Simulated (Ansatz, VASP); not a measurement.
Two plane-wave programs on BaTiO3

POSCAR

```
BaTiO3
1.0
    2.8400536680     -1.6397057497     -2.3314328258
    0.0000000000      3.2794114995     -2.3314328258
   10.8867777256      6.2854840505      3.1087325300
Ba Ti O
3 3 9
Direct
    0.2315552192      0.2315552192      0.9188283674
    0.7870885526      0.7870885526      0.2521617007
    0.5093218859      0.5093218859      0.5854950341
    0.4087696363      0.4087696363      0.0899826165
    0.1310029696      0.1310029696      0.4233159498
   -0.1467636970     -0.1467636970      0.7566492831
    0.4426230376     -0.0477830523      0.0811512176
    0.1648563709     -0.3255497190      0.4144845509
   -0.1129102958     -0.6033163857      0.7478178843
   -0.0477830523      0.4426230376      0.0811512176
   -0.3255497190      0.1648563709      0.4144845509
   -0.6033163857     -0.1129102958      0.7478178843
    0.3064045727      0.3064045727      0.2446199142
    0.0286379060      0.0286379060      0.5779532476
   -0.2491287607     -0.2491287607      0.9112865809
```

INCAR.step1

```
PREC     = Accurate       # precision mode
ENCUT    = 520            # plane-wave cutoff, eV
ISMEAR   = 0              # smearing method
SIGMA    = 0.05           # smearing width, eV
LREAL    = Auto         
LASPH    = True           # aspherical terms in the spheres
NELM     = 60             # most SCF steps
NBANDS   = 73             # bands
GGA      = PE             # functional
ALGO     = Normal         # electronic algorithm
EDIFF    = 1E-4           # SCF threshold, eV
LWAVE    = True           # write WAVECAR
LCHARG   = False          # write CHGCAR
```

INCAR.step2

```
PREC     = Accurate       # precision mode
ENCUT    = 520            # plane-wave cutoff, eV
EDIFF    = 1E-6           # SCF threshold, eV
ISMEAR   = 0              # smearing method
SIGMA    = 0.05           # smearing width, eV
LREAL    = Auto         
LASPH    = True           # aspherical terms in the spheres
NELM     = 60             # most SCF steps
ALGO     = Normal         # electronic algorithm
ISIF     = 2              # what is computed and relaxed
LWAVE    = False          # write WAVECAR
LCHARG   = False          # write CHGCAR
METAGGA  = R2SCAN         # meta-GGA
LMIXTAU  = True         
NBANDS   = 73             # bands
ISTART   = 1
```

File KPOINTS:

```
regular mesh
0
Gamma
  6 6 2
```

Input for Ansatz:

```yaml
crystal:
  lattice:
    - [2.840053668, -1.6397057497, -2.3314328258]
    - [0.0, 3.2794114995, -2.3314328258]
    - [10.8867777256, 6.2854840505, 3.10873253]
  atoms:
    - { symbol: Ba, position: [0.2315552192, 0.2315552192, 0.9188283674] }
    - { symbol: Ba, position: [0.7870885526, 0.7870885526, 0.2521617007] }
    - { symbol: Ba, position: [0.5093218859, 0.5093218859, 0.5854950341] }
    - { symbol: Ti, position: [0.4087696363, 0.4087696363, 0.0899826165] }
    - { symbol: Ti, position: [0.1310029696, 0.1310029696, 0.4233159498] }
    - { symbol: Ti, position: [-0.146763697, -0.146763697, 0.7566492831] }
    - { symbol: O, position: [0.4426230376, -0.0477830523, 0.0811512176] }
    - { symbol: O, position: [0.1648563709, -0.325549719, 0.4144845509] }
    - { symbol: O, position: [-0.1129102958, -0.6033163857, 0.7478178843] }
    - { symbol: O, position: [-0.0477830523, 0.4426230376, 0.0811512176] }
    - { symbol: O, position: [-0.325549719, 0.1648563709, 0.4144845509] }
    - { symbol: O, position: [-0.6033163857, -0.1129102958, 0.7478178843] }
    - { symbol: O, position: [0.3064045727, 0.3064045727, 0.2446199142] }
    - { symbol: O, position: [0.028637906, 0.028637906, 0.5779532476] }
    - { symbol: O, position: [-0.2491287607, -0.2491287607, 0.9112865809] }
basis:
  ecutwfc: 500
kpoints:
  mp_grid: { grid: [6, 6, 2] }
hamiltonian:
  xc: r2scan
scf:
  occupations: { method: gaussian, width: 0.05 }
output:
  forces: true
  stress: true
  eigenvalues: true
```

Alike in both runs: task single point; functional r2SCAN; k mesh 6 × 6 × 2; occupations gaussian, width 0.05 eV; no spin polarisation.

|  | VASP | Ansatz |
| --- | --- | --- |
| version | VASP 6.6.1 | Ansatz 0.2.0 |
| potentials or method | VASP PAW PBE potentials, release 64 (Ba_sv, Ti_sv, O), cutoff 520 eV | scalar-relativistic, plane waves, PAW |
| valence electrons in the cell | 120 | 120 |

|  | VASP | Ansatz | Ansatz less VASP |
| --- | --- | --- | --- |
| gap on the k mesh at the Fermi level (eV) | 2.35 | 2.33 | -0.017 |
| least direct gap on the mesh (eV) | 2.83 | 2.79 | -0.041 |
| pressure (GPa) | 4.2 | 2.1 | -2.12 |
| traceless stress, the component that is largest in VASP (GPa) | -7.28 | -6.82 | +0.457 |
| rms of the force components (eV/Å) | 0.948 | 0.905 | -0.0427 |

VASP's potentials were made for PBE, not for r2SCAN. Atom by atom the forces differ by 0.094 eV/Å (rms over components).

Neither program's run includes spin-orbit coupling.
